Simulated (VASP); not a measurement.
# SiO2 (P4_32_12) in VASP: electric field gradients with PBE

Aim: the electric field gradients of SiO2 with PBE.

Everything below comes from runs of VASP 6.6.1. Logs are shortened: lines on timing, memory, paths and dates and some standing lists are left out, and cuts for length are marked.

## 1. The cell of the first run

Symmetry: P4_32_12, No. 96, tetragonal system. The conventional cell has a = 4.933 Å, b = 4.933 Å, c = 6.465 Å, α = 90.00°, β = 90.00°, γ = 90.00°. Within 2.2 Å of Si (site symmetry 2) lie 4 O at 1.63 Å. O (site symmetry 1) has 2 Si at 1.63 Å within 2.2 Å.

## 2. Electric field gradients, PBE

INCAR

```
ALGO = Normal
EDIFF = 1E-8
ENCUT = 520
GGA = PE
GGA_COMPAT = False
ISIF = 2
ISMEAR = -1
ISYM = 0
LASPH = True
LCHARG = False
LEFG = True
LREAL = False
LWAVE = False
NBANDS = 44
NELM = 120
PREC = Accurate
SIGMA = 0.02
```

KPOINTS

```
k-points
0
Gamma
  4 4 3
```

POSCAR

```
SiO2
1.0
    4.9329000000      0.0000000000      0.0000000000
    0.0000000000      4.9329000000      0.0000000000
    0.0000000000      0.0000000000      6.4645000000
Si O
4 8
Direct
    0.8168964574      0.8168964574      0.5000000000
    0.6831035426      0.3168964574      0.2500000000
    0.1831035426      0.1831035426      0.0000000000
    0.3168964574      0.6831035426      0.7500000000
    0.2692598391      0.3636642059      0.7999873828
    0.1363357941      0.7692598391      0.5499873828
    0.7307401609      0.6363357941      0.2999873828
    0.8636642059      0.2307401609      0.0499873828
    0.7692598391      0.1363357941      0.4500126172
    0.6363357941      0.7307401609      0.7000126172
    0.2307401609      0.8636642059      0.9500126172
    0.3636642059      0.2692598391      0.2000126172
```

Potentials or basis: VASP PAW PBE potentials, release 64 (Si, O).

Launch:

```sh
> cat potpaw_PBE.64/Si/POTCAR potpaw_PBE.64/O/POTCAR > POTCAR
> mpirun -np 1 vasp_std > vasp.out
```

OUTCAR:

```text
EDIFF = 1E-8
   ENCUT = 520
   GGA = PE
   ISIF = 2
   ISMEAR = -1
   ISYM = 0
   LASPH = True
   LREAL = False
   NELM = 120
   PREC = Accurate

 ion  position               nearest neighbor table
   1  0.817  0.817  0.500-   6 1.63   9 1.63   7 1.63  10 1.63   2 3.02   4 3.02   2 3.02   4 3.02

   2  0.683  0.317  0.250-   7 1.63  12 1.63   9 1.63   8 1.63   1 3.02   3 3.02   1 3.02   3 3.02

   3  0.183  0.183  0.000-   8 1.63  11 1.63   5 1.63  12 1.63   2 3.02   4 3.02   4 3.02   2 3.02

   4  0.317  0.683  0.750-   5 1.63  10 1.63   6 1.63  11 1.63   1 3.02   3 3.02   3 3.02   1 3.02

   5  0.269  0.364  0.800-   4 1.63   3 1.63
   6  0.136  0.769  0.550-   1 1.63   4 1.63
   7  0.731  0.636  0.300-   2 1.63   1 1.63
   8  0.864  0.231  0.050-   3 1.63   2 1.63
   9  0.769  0.136  0.450-   1 1.63   2 1.63
  10  0.636  0.731  0.700-   4 1.63   1 1.63
  11  0.231  0.864  0.950-   3 1.63   4 1.63
  12  0.364  0.269  0.200-   2 1.63   3 1.63

IMPORTANT INFORMATION: All symmetrisations will be switched off!
NOSYMM: (Re-)initialisation of all symmetry stuff for point group C_1.

----------------------------------------------------------------------------------------

                                     Primitive cell

  volume of cell :     157.3039

  direct lattice vectors                    reciprocal lattice vectors
     4.932900000  0.000000000  0.000000000     0.202720509  0.000000000  0.000000000
     0.000000000  4.932900000  0.000000000     0.000000000  0.202720509  0.000000000
     0.000000000  0.000000000  6.464500000     0.000000000  0.000000000  0.154691005

  length of vectors
     4.932900000  4.932900000  6.464500000     0.202720509  0.202720509  0.154691005

  position of ions in fractional coordinates (direct lattice)
     0.816896457  0.816896457  0.500000000
     0.683103543  0.316896457  0.250000000
     0.183103543  0.183103543  0.000000000
     0.316896457  0.683103543  0.750000000
     0.269259839  0.363664206  0.799987383
     0.136335794  0.769259839  0.549987383
     0.730740161  0.636335794  0.299987383
     0.863664206  0.230740161  0.049987383
     0.769259839  0.136335794  0.450012617
     0.636335794  0.730740161  0.700012617
     0.230740161  0.863664206  0.950012617
     0.363664206  0.269259839  0.200012617

  ion indices of the primitive-cell ions
   primitive index   ion index
                 1           1
                 2           2
                 3           3
                 4           4
                 5           5
                 6           6
                 7           7
                 8           8
                 9           9
                10          10
                11          11
                12          12

----------------------------------------------------------------------------------------

 KPOINTS: k-points

Automatic generation of k-mesh.
 Grid dimensions read from file:
 generate k-points for:    4    4    3

 Generating k-lattice:

  Cartesian coordinates                     Fractional coordinates (reciprocal lattice)
     0.050680127  0.000000000  0.000000000     0.250000000  0.000000000  0.000000000
     0.000000000  0.050680127  0.000000000     0.000000000  0.250000000  0.000000000
     0.000000000  0.000000000  0.051563668     0.000000000  0.000000000  0.333333333

  Length of vectors
     0.050680127  0.050680127  0.051563668

  Shift w.r.t. Gamma in fractional coordinates (k-lattice)
     0.000000000  0.000000000  0.000000000

 Subroutine IBZKPT returns following result:
 ===========================================

 Found     26 irreducible k-points:

 Following reciprocal coordinates:
[... 61 lines left out ...]
   IALGO  =     38    algorithm
   IMIX   =      4    mixing-type and parameters
     AMIX     =   0.40;   BMIX     =  1.00
     AMIX_MAG =   1.60;   BMIX_MAG =  1.00
  volume/ion in A,a.u.               =      13.11        88.46
  Fermi-wavevector in a.u.,A,eV,Ry     =   1.213077  2.292383 20.021726  1.471555
  Thomas-Fermi vector in A             =   2.348540
   LORBIT       =      0    0 simple, 1 ext, 2 COOP (PROOUT), +10 PAW based schemes
   GGA     = PE    functional components
   LHFCALC =     F    Hartree Fock is set to
   AEXX    =    0.0000 exact exchange contribution
   IVDW    =     0    specifies the selected vdW correction
   LEPSILON=     F    determine dielectric tensor
   LRPA    =     F    only Hartree local field effects (RPA)
 non-spin polarized calculation
  energy-cutoff  :      520.00
  volume of cell :      157.30
 maximum number of plane-waves:      4250
 NGX is ok and might be reduce to    40
   NGX = 19   NGY = 19   NGZ = 25

 number of electron      64.0000002 magnetization

 Free energy of the ion-electron system (eV)
  ---------------------------------------------------
  ext. energy  EPLUGINS =         0.00000000
  ---------------------------------------------------
  free energy    TOTEN  =       -94.65259777 eV

  energy without entropy =      -94.65259777  energy(sigma->0) =      -94.65259777

 E-fermi :   1.3372     XC(G=0):  -8.9913

 val. band max:        0.8502737370   @ k =   0.0000   0.0000   0.0000
 cond. band min:       6.5053722966   @ k =   0.0000   0.0000   0.0000
 fundamental gap:      5.6550985596
 Fermi energy:         1.3372201934

 k-point     1 :       0.0000    0.0000    0.0000
  band No.  band energies     occupation
      1     -18.6398      2.00000
      2     -17.6635      2.00000
      3     -17.6635      2.00000
      4     -16.5234      2.00000
      5     -16.5231      2.00000
      6     -16.5231      2.00000
[... 1117 lines left out ...]
     43      12.0412      0.00000
     44      12.0412      0.00000

 [... further k-points ...]

------------------------ aborting loop because EDIFF is reached ----------------------------------------

  FORCE on cell =-STRESS in cart. coord.  units (eV):
  Direction    XX          YY          ZZ          XY          YZ          ZX
  --------------------------------------------------------------------------------------
  -------------------------------------------------------------------------------------
  Total        2.0772814      2.0772626      4.3730513      0.0000007     -0.0000265     -0.0000089
  in kB       21.1575973     21.1574057     44.5405518      0.0000072     -0.0002699     -0.0000903
  external PRESSURE =      28.9518516 kB  Pullay stress =       0.0000000 kB

 VOLUME and BASIS-vectors are now :
 -----------------------------------------------------------------------------
  energy-cutoff  :      520.00
  volume of cell :      157.30
      direct lattice vectors                 reciprocal lattice vectors
     4.932900000  0.000000000  0.000000000     0.202720509  0.000000000  0.000000000
     0.000000000  4.932900000  0.000000000     0.000000000  0.202720509  0.000000000
     0.000000000  0.000000000  6.464500000     0.000000000  0.000000000  0.154691005

 POSITION                                       TOTAL-FORCE (eV/Angst)
 -----------------------------------------------------------------------------------
      4.02967      4.02967      3.23225         0.019825      0.019825     -0.000001
      3.36968      1.56322      1.61613        -0.019825      0.019826     -0.000000
      0.90323      0.90323      0.00000        -0.019825     -0.019826     -0.000000
      1.56322      3.36968      4.84837         0.019824     -0.019825      0.000000
      1.32823      1.79392      5.17152        -0.004645      0.007599      0.000684
      0.67253      3.79468      3.55539        -0.007603     -0.004646      0.000688
      3.60467      3.13898      1.93927         0.004647     -0.007606      0.000692
      4.26037      1.13822      0.32314         0.007600      0.004645      0.000686
      3.79468      0.67253      2.90911        -0.004645     -0.007599     -0.000685
      3.13898      3.60467      4.52523        -0.007600      0.004645     -0.000685
      1.13822      4.26037      6.14136         0.004646      0.007605     -0.000692
      1.79392      1.32823      1.29298         0.007602     -0.004645     -0.000687
 -----------------------------------------------------------------------------------
    total drift:                                0.000003     -0.000002      0.000003

  FREE ENERGIE OF THE ION-ELECTRON SYSTEM (eV)
  ---------------------------------------------------
  free  energy   TOTEN  =       -94.6525977738 eV

  energy  without entropy=      -94.6525977738  energy(sigma->0) =      -94.65259777

 Electric field gradients (V/A^2)
---------------------------------------------------------------------
 ion       V_xx      V_yy      V_zz      V_xy      V_xz      V_yz
---------------------------------------------------------------------
   1      -2.735    -2.735     5.471    -0.010    -1.391     1.391
   2      -2.735    -2.735     5.471     0.010    -1.391    -1.391
   3      -2.735    -2.735     5.471    -0.010     1.391    -1.391
   4      -2.735    -2.735     5.471     0.010     1.391     1.391
   5     -50.321    50.514    -0.193    24.270   -20.152   -48.503
   6      50.514   -50.321    -0.193   -24.270    48.503   -20.152
   7     -50.321    50.514    -0.193    24.270    20.152    48.503
   8      50.514   -50.321    -0.193   -24.270   -48.503    20.152
   9     -50.321    50.514    -0.193   -24.270    20.152   -48.503
  10      50.514   -50.321    -0.193    24.270   -48.503   -20.152
  11     -50.321    50.514    -0.193   -24.270   -20.152    48.503
  12      50.514   -50.321    -0.193    24.270    48.503    20.152
---------------------------------------------------------------------

 Electric field gradients after diagonalization (V/A^2)
 (convention: |V_zz| > |V_xx| > |V_yy|)
----------------------------------------------------------------------
 ion       V_xx      V_yy      V_zz     asymmetry (V_yy - V_xx)/ V_zz
----------------------------------------------------------------------
   1      -3.173    -2.745     5.919       0.072
   2      -3.173    -2.745     5.919       0.072
   3      -3.173    -2.745     5.919       0.072
   4      -3.173    -2.745     5.919       0.072
   5     -58.135   -28.854    86.988       0.337
   6     -58.135   -28.854    86.988       0.337
   7     -58.135   -28.854    86.988       0.337
   8     -58.135   -28.854    86.988       0.337
   9     -58.135   -28.854    86.988       0.337
  10     -58.135   -28.854    86.988       0.337
  11     -58.135   -28.854    86.988       0.337
  12     -58.135   -28.854    86.988       0.337
----------------------------------------------------------------------

           NMR quadrupolar parameters

 Cq : quadrupolar parameter    Cq=e*Q*V_zz/h
 eta: asymmetry parameters     (V_yy - V_xx)/ V_zz
 Q  : nuclear electric quadrupole moment in mb (millibarn)
----------------------------------------------------------------------
 ion       Cq(MHz)       eta       Q (mb)
----------------------------------------------------------------------
   1       0.014       0.072       1.000
   2       0.014       0.072       1.000
   3       0.014       0.072       1.000
   4       0.014       0.072       1.000
   5       0.210       0.337       1.000
   6       0.210       0.337       1.000
   7       0.210       0.337       1.000
   8       0.210       0.337       1.000
   9       0.210       0.337       1.000
  10       0.210       0.337       1.000
  11       0.210       0.337       1.000
  12       0.210       0.337       1.000
----------------------------------------------------------------------
```

Wall time 2.2 min (1 thread of Oxide Virtual Turin-like, shared host); peak memory 0.29 GiB.

Results:

* Free energy: -94.6526 eV
* Pressure: 2.9 GPa
* Largest force: 0.028 eV/Å
* Band gap on the k mesh: 5.66 eV
* Largest electric field gradient by atom: Si +5.9; O +87.0 V/Å²

Forces on the atoms (eV/Å):
```
Si   0.020  0.020  0.000
Si  -0.020  0.020  0.000
Si  -0.020 -0.020  0.000
Si   0.020 -0.020  0.000
O   -0.005  0.008  0.001
O   -0.008 -0.005  0.001
O    0.005 -0.008  0.001
O    0.008  0.005  0.001
O   -0.005 -0.008 -0.001
O   -0.008  0.005 -0.001
O    0.005  0.008 -0.001
O    0.008 -0.005 -0.001
```

Electric field gradients, principal values (V/Å²):
```tsv
atom	least	middle	greatest (by size)
1 Si	-2.745	-3.173	5.919
2 Si	-2.745	-3.173	5.919
3 Si	-2.745	-3.173	5.919
4 Si	-2.745	-3.173	5.919
5 O	-28.854	-58.135	86.988
6 O	-28.854	-58.135	86.988
7 O	-28.854	-58.135	86.988
8 O	-28.854	-58.135	86.988
9 O	-28.854	-58.135	86.988
10 O	-28.854	-58.135	86.988
11 O	-28.854	-58.135	86.988
12 O	-28.854	-58.135	86.988
```

Caveat: without QUAD_EFG the Cq values of the log hold for a quadrupole moment of 1 mb, not for the nuclei.
